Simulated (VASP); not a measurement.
Runs of VASP 6.6.1 on Be2C. The structure is that of space group Fm-3m (No. 225), or close to it. The cells are those of the table. 

```tsv
cell	gap on the mesh (eV)	pressure (GPa)
a = 3.132 Å, angles 60.0°, 3 atoms	1.73	-12.7
a = 3.010 Å, angles 60.0°, 3 atoms	1.81	(c)
a = 3.072 Å, angles 60.0°, 3 atoms	1.77	-2.5
a = 3.102 Å, angles 60.0°, 3 atoms	1.75	(a)
a = 3.041 Å, angles 60.0°, 3 atoms	1.79	(b)
```

Alike in all rows: task single point; level r2SCAN; potentials or basis VASP PAW PBE potentials, release 64 (Be, C); no spin polarisation; k mesh 7 × 7 × 7; cutoff (eV) 660; smearing gaussian 0.01 eV.

Task: Fill in the values left out.

Result: (a) -7.9; (b) 3.7; (c) 10.9.

Caveats: the PAW data sets were made with another functional, which shifts forces and pressure a little.

A k mesh can miss the band edges.
